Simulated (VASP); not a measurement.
# Ti (P4/nmm) in VASP: notebook

Ti is run at these levels: PBEsol; tasks: single point.

All numbers are computed with VASP 6.6.1; they aren't measurements. Logs are shortened: lines on timing, memory, paths and dates and some standing lists are left out, and cuts for length are marked.

## 1. The cell of the first run

It takes space group P4/nmm (No. 129, tetragonal). The conventional cell has a = 3.210 Å, b = 3.210 Å, c = 3.210 Å, α = 90.00°, β = 90.00°, γ = 90.00°. Ti (site symmetry 4mm) has 14 Ti at 2.62 to 3.21 Å within 3.5 Å.

## 2. Single point, PBEsol (atoms displaced along a vibrational mode)

File INCAR:

```
PREC = Accurate ; ENCUT = 520
EDIFF = 1E-6 ; ISMEAR = 0
SIGMA = 0.15 ; LREAL = False
LASPH = True ; NELM = 100
ALGO = Fast ; ISIF = 2
LWAVE = False ; LCHARG = True
GGA = PS ; LELF = True
LVHAR = True ; NBANDS = 19
```

File KPOINTS:

```
regular mesh
0
Gamma
  18 18 18
```

File POSCAR:

```
Ti
1.0
    0.0000000000     -3.2102321259      0.0000000000
   -3.2102321259      0.0000000000      0.0000000000
    0.0000000000      0.0000000000     -3.2102321259
Ti
2
Direct
    0.5000000000      0.5000000000      0.4532744069
    0.0000000000      0.0000000000      0.0467255931
```

Potentials or basis: VASP PAW PBE potentials, release 64 (Ti_sv).

The run is started by

```
$ cat potpaw_PBE.64/Ti_sv/POTCAR > POTCAR
$ mpirun -np 1 vasp_std > vasp.out
```

OUTCAR:

```text
PREC = Accurate
   ENCUT = 520
   EDIFF = 1E-6
   ISMEAR = 0
   LREAL = False
   LASPH = True
   NELM = 100
   ISIF = 2
   GGA = PS

 ion  position               nearest neighbor table
   1  0.500  0.500  0.453-   2 2.62   2 2.62   2 2.62   2 2.62
   2  0.000  0.000  0.047-   1 2.62   1 2.62   1 2.62   1 2.62

  LATTYP: Found a simple cubic cell.
 ALAT       =     3.2102321259

  Lattice vectors:

 A1 = (   0.0000000000,  -3.2102321259,   0.0000000000)
 A2 = (  -3.2102321259,   0.0000000000,   0.0000000000)
 A3 = (   0.0000000000,   0.0000000000,  -3.2102321259)

Analysis of symmetry for initial positions (statically):
=====================================================================
 Subroutine PRICEL returns:
 Original cell was already a primitive cell.

 Routine SETGRP: Setting up the symmetry group for a
 simple cubic supercell.

 Subroutine GETGRP returns: Found 16 space group operations
 (whereof  8 operations were pure point group operations)
 out of a pool of 48 trial point group operations.

The static configuration has the point symmetry C_4v.
 The point group associated with its full space group is D_4h.

Analysis of symmetry for dynamics (positions and initial velocities):
=====================================================================
 Subroutine PRICEL returns:
 Original cell was already a primitive cell.

 Routine SETGRP: Setting up the symmetry group for a
 simple cubic supercell.

 Subroutine GETGRP returns: Found 16 space group operations
 (whereof  8 operations were pure point group operations)
 out of a pool of 48 trial point group operations.

The dynamic configuration has the point symmetry C_4v.
 The point group associated with its full space group is D_4h.

 Subroutine INISYM returns: Found 16 space group operations
 (whereof  8 operations are pure point group operations),
 and found     1 'primitive' translations

----------------------------------------------------------------------------------------

                                     Primitive cell

  volume of cell :      33.0833

  direct lattice vectors                    reciprocal lattice vectors
     0.000000000 -3.210232126  0.000000000     0.000000000 -0.311503954  0.000000000
    -3.210232126  0.000000000  0.000000000    -0.311503954  0.000000000  0.000000000
     0.000000000  0.000000000 -3.210232126     0.000000000  0.000000000 -0.311503954

  length of vectors
     3.210232126  3.210232126  3.210232126     0.311503954  0.311503954  0.311503954

  position of ions in fractional coordinates (direct lattice)
     0.500000000  0.500000000  0.453274407
     0.000000000  0.000000000  0.046725593

  ion indices of the primitive-cell ions
   primitive index   ion index
                 1           1
                 2           2

----------------------------------------------------------------------------------------

 KPOINTS: regular mesh

Automatic generation of k-mesh.
 Grid dimensions read from file:
 generate k-points for:   18   18   18

 Generating k-lattice:

  Cartesian coordinates                     Fractional coordinates (reciprocal lattice)
     0.000000000 -0.017305775  0.000000000     0.055555556  0.000000000  0.000000000
    -0.017305775  0.000000000  0.000000000     0.000000000  0.055555556  0.000000000
     0.000000000  0.000000000 -0.017305775     0.000000000  0.000000000  0.055555556

  Length of vectors
     0.017305775  0.017305775  0.017305775

  Shift w.r.t. Gamma in fractional coordinates (k-lattice)
     0.000000000  0.000000000  0.000000000

 Subroutine IBZKPT returns following result:
 ===========================================

 Found    550 irreducible k-points:

 Following reciprocal coordinates:
            Coordinates               Weight
  0.000000  0.000000  0.000000      1.000000
  0.055556  0.000000  0.000000      4.000000
  0.000000  0.000000  0.055556      2.000000
  0.111111  0.000000  0.000000      4.000000
  0.000000  0.000000  0.111111      2.000000
  0.166667  0.000000  0.000000      4.000000
[... 16 lines left out ...]
  0.000000  0.111111  0.055556      8.000000
  0.055556  0.000000  0.111111      8.000000
 [... further k-points ...]
   k-points           NKPTS =    550   k-points in BZ     NKDIM =    550   number of bands    NBANDS=     19
   number of dos      NEDOS =    301   number of ions     NIONS =      2
   total plane-waves  NPLWV =  13824
   dimension x,y,z NGX =    24 NGY =   24 NGZ =   24
   dimension x,y,z NGXF=    48 NGYF=   48 NGZF=   48
   ions per type =               2
   NGX,Y,Z   is equivalent  to a cutoff of  12.43, 12.43, 12.43 a.u.
   NGXF,Y,Z  is equivalent  to a cutoff of  24.86, 24.86, 24.86 a.u.
 SYSTEM =  unknown system
   PREC   = accura    normal or accurate (medium, high low for compatibility)
   ISTART =      0    job   : 0-new  1-cont  2-samecut
   ICHARG =      2    charge: 1-file 2-atom 10-const
   ISPIN  =      1    spin polarized calculation?
   LNONCOLLINEAR =      F non collinear calculations
   LSORBIT =      F    spin-orbit coupling
   LASPH  =      T    aspherical Exc in radial PAW
   ENCUT  =  520.0 eV  38.22 Ry    6.18 a.u.   5.97  5.97  5.97*2*pi/ulx,y,z
   NELM   =    100;   NELMIN=  2; NELMDL= -5     # of ELM steps
   EDIFF  = 0.1E-05   stopping-criterion for ELM
   LREAL  =      F    real-space projection
   EDIFFG = 0.1E-04   stopping-criterion for IOM
   NSW    =      0    number of steps for IOM
   IBRION =     -1    ionic relax: 0-MD 1-quasi-New 2-CG
   NFREE  =      0    steps in history (QN), initial steepest desc. (CG)
   ISIF   =      2    stress and relaxation
   ISYM   =      2    0-nonsym 1-usesym 2-fastsym
   POTIM  = 0.5000    time-step for ionic-motion
   TEBEG  =    0.0;   TEEND  =   0.0 temperature during run
   PSTRESS=    0.0 pullay stress
   NELECT =      24.0000    total number of electrons
   NUPDOWN=      -1.0000    fix difference up-down
   EMIN   =  10.00;   EMAX   =-10.00  energy-range for DOS
   EFERMI =   0.00;   METHOD = LEGACY
   ISMEAR =     0;   SIGMA  =   0.15  broadening in eV -4-tet -1-fermi 0-gaus
   EFERMI_NEDOS =   21; number of points for ismear=-14 and -15
   IALGO  =     68    algorithm
   IMIX   =      4    mixing-type and parameters
     AMIX     =   0.40;   BMIX     =  1.00
     AMIX_MAG =   1.60;   BMIX_MAG =  1.00
  volume/ion in A,a.u.               =      16.54       111.63
  Fermi-wavevector in a.u.,A,eV,Ry     =   1.470987  2.779762 29.440320  2.163802
  Thomas-Fermi vector in A             =   2.586177
   LORBIT       =      0    0 simple, 1 ext, 2 COOP (PROOUT), +10 PAW based schemes
   GGA     = PS    functional components
   LHFCALC =     F    Hartree Fock is set to
   AEXX    =    0.0000 exact exchange contribution
   IVDW    =     0    specifies the selected vdW correction
   LEPSILON=     F    determine dielectric tensor
   LRPA    =     F    only Hartree local field effects (RPA)
 non-spin polarized calculation
 RMM-DIIS sequential band-by-band and
 Gauss-broadening in eV      SIGMA  =   0.15
  energy-cutoff  :      520.00
  volume of cell :       33.08
 maximum number of plane-waves:       912
 NGX is ok and might be reduce to    24
   NGX = 11   NGY = 11   NGZ = 11

 number of electron      23.9999996 magnetization

 Free energy of the ion-electron system (eV)
  ---------------------------------------------------
  ext. energy  EPLUGINS =         0.00000000
  ---------------------------------------------------
  free energy    TOTEN  =       -16.27619949 eV

  energy without entropy =      -16.22812193  energy(sigma->0) =      -16.25216071

 E-fermi :   8.4371     XC(G=0): -11.8408

 val. band max:        8.4365345071   @ k =   0.3333   0.5000   0.4444
 cond. band min:       8.4381412721   @ k =   0.4444   0.3333   0.5000
 fundamental gap:      0.0016067649
 Fermi energy:         8.4371141137

 k-point     1 :       0.0000    0.0000    0.0000
  band No.  band energies     occupation
      1     -47.7388      2.00000
      2     -47.4060      2.00000
      3     -24.2101      2.00000
      4     -24.2101      2.00000
      5     -24.1199      2.00000
      6     -23.6373      2.00000
[... 11 lines left out ...]
     18      12.3948      0.00000
     19      12.8717      0.00000

 k-point     2 :       0.0556    0.0000    0.0000
  band No.  band energies     occupation
      1     -47.7360      2.00000
      2     -47.4082      2.00000
      3     -24.2115      2.00000
      4     -24.2049      2.00000
      5     -24.1178      2.00000
      6     -23.6387      2.00000
[... 11 lines left out ...]
     18      12.3923      0.00000
     19      12.7607      0.00000

 k-point     3 :       0.0000    0.0000    0.0556
  band No.  band energies     occupation
      1     -47.7369      2.00000
      2     -47.4072      2.00000
      3     -24.2067      2.00000
      4     -24.2067      2.00000
      5     -24.1208      2.00000
      6     -23.6456      2.00000
[... 11 lines left out ...]
     18      12.2948      0.00000
     19      12.8484      0.00000

 k-point     4 :       0.1111    0.0000    0.0000
  band No.  band energies     occupation
      1     -47.7275      2.00000
      2     -47.4147      2.00000
      3     -24.2152      2.00000
      4     -24.1894      2.00000
      5     -24.1120      2.00000
      6     -23.6431      2.00000
[... 11 lines left out ...]
     18      12.3578      0.00000
     19      12.4765      0.00000

 k-point     5 :       0.0000    0.0000    0.1111
  band No.  band energies     occupation
      1     -47.7312      2.00000
      2     -47.4109      2.00000
      3     -24.1967      2.00000
      4     -24.1967      2.00000
      5     -24.1232      2.00000
      6     -23.6700      2.00000
[... 11 lines left out ...]
     18      12.0313      0.00000
     19      12.7804      0.00000

 k-point     6 :       0.1667    0.0000    0.0000
  band No.  band energies     occupation
      1     -47.7138      2.00000
      2     -47.4254      2.00000
      3     -24.2196      2.00000
      4     -24.1643      2.00000
      5     -24.1036      2.00000
      6     -23.6506      2.00000
[... 11 lines left out ...]
     18      12.2534      0.00000
     19      12.2943      0.00000

 k-point     7 :       0.0000    0.0000    0.1667
  band No.  band energies     occupation
      1     -47.7222      2.00000
      2     -47.4167      2.00000
      3     -24.1809      2.00000
      4     -24.1809      2.00000
      5     -24.1257      2.00000
      6     -23.7082      2.00000
[... 11 lines left out ...]
     18      11.6769      0.00000
     19      12.6723      0.00000

 k-point     8 :       0.2222    0.0000    0.0000
  band No.  band energies     occupation
      1     -47.6953      2.00000
      2     -47.4401      2.00000
      3     -24.2227      2.00000
      4     -24.1302      2.00000
      5     -24.0951      2.00000
      6     -23.6615      2.00000
[... 256 lines left out ...]
 k-point    20 :       0.0556    0.0556    0.0000
  band No.  band energies     occupation
      1     -47.7332      2.00000
      2     -47.4103      2.00000
      3     -24.2185      2.00000
      4     -24.1942      2.00000
      5     -24.1158      2.00000
      6     -23.6400      2.00000
[... 11 lines left out ...]
     18      12.4252      0.00000
     19      12.6518      0.00000

 k-point    21 :       0.0000    0.0556    0.0556
  band No.  band energies     occupation
      1     -47.7341      2.00000
      2     -47.4094      2.00000
      3     -24.2094      2.00000
      4     -24.2015      2.00000
      5     -24.1176      2.00000
      6     -23.6483      2.00000
[... 11 lines left out ...]
     18      12.2961      0.00000
     19      12.7812      0.00000

 k-point    22 :       0.1111    0.0556    0.0000
  band No.  band energies     occupation
      1     -47.7248      2.00000
      2     -47.4167      2.00000
      3     -24.2264      2.00000
      4     -24.1750      2.00000
      5     -24.1102      2.00000
      6     -23.6442      2.00000
[... 11 lines left out ...]
     18      12.3747      0.00000
     19      12.4393      0.00000

 k-point    23 :       0.0000    0.1111    0.0556
  band No.  band energies     occupation
      1     -47.7257      2.00000
      2     -47.4158      2.00000
      3     -24.2160      2.00000
      4     -24.1862      2.00000
      5     -24.1095      2.00000
      6     -23.6569      2.00000
[... 11 lines left out ...]
     18      12.2692      0.00000
     19      12.6370      0.00000

 k-point    24 :       0.0556    0.0000    0.1111
  band No.  band energies     occupation
      1     -47.7284      2.00000
      2     -47.4129      2.00000
      3     -24.2035      2.00000
      4     -24.1917      2.00000
      5     -24.1165      2.00000
      6     -23.6751      2.00000
[... 11 lines left out ...]
     18      12.0473      0.00000
     19      12.7746      0.00000

 [... further k-points ...]

------------------------ aborting loop because EDIFF is reached ----------------------------------------

  FORCE on cell =-STRESS in cart. coord.  units (eV):
  Direction    XX          YY          ZZ          XY          YZ          ZX
  --------------------------------------------------------------------------------------
  -------------------------------------------------------------------------------------
  Total        0.5974008      0.5974008     -0.0286771      0.0000000      0.0000000      0.0000000
  in kB       28.9312421     28.9312421     -1.3887876      0.0000000      0.0000000      0.0000000
  external PRESSURE =      18.8245655 kB  Pullay stress =       0.0000000 kB

 VOLUME and BASIS-vectors are now :
 -----------------------------------------------------------------------------
  energy-cutoff  :      520.00
  volume of cell :       33.08
      direct lattice vectors                 reciprocal lattice vectors
     0.000000000 -3.210232126  0.000000000     0.000000000 -0.311503954  0.000000000
    -3.210232126  0.000000000  0.000000000    -0.311503954  0.000000000  0.000000000
     0.000000000  0.000000000 -3.210232126     0.000000000  0.000000000 -0.311503954

 POSITION                                       TOTAL-FORCE (eV/Angst)
 -----------------------------------------------------------------------------------
     -1.60512     -1.60512     -1.45512        -0.000000      0.000000     -1.499478
      0.00000      0.00000     -0.15000         0.000000     -0.000000      1.499478
 -----------------------------------------------------------------------------------
    total drift:                               -0.000000     -0.000000      0.000000

  FREE ENERGIE OF THE ION-ELECTRON SYSTEM (eV)
  ---------------------------------------------------
  free  energy   TOTEN  =       -16.2761994896 eV

  energy  without entropy=      -16.2281219268  energy(sigma->0) =      -16.25216071
```

Wall time 9.9 min (1 thread of AMD EPYC 7R13 (Zen 3), shared host); peak memory 0.33 GiB.

Results:

```yaml
Free_energy: -16.2762 eV
Pressure: 1.9 GPa
Largest_force: 1.499 eV/Å
Band_gap_on_the_k_mesh: zero (bands 12 and 13 overlap by 1.65 eV)
```

Forces in eV/Å, atoms in the order of the input:
```
Ti   0.000  0.000 -1.499
Ti   0.000  0.000  1.499
```

Stress tensor (GPa, compression positive):
```
 2.89  0.00  0.00
 0.00  2.89  0.00
 0.00  0.00 -0.14
```

Caveat: the cell differs from its parent crystal (atoms displaced along a vibrational mode); the PAW data sets were made with another functional, which shifts forces and pressure a little.

(Continued in part 2 of 2.)
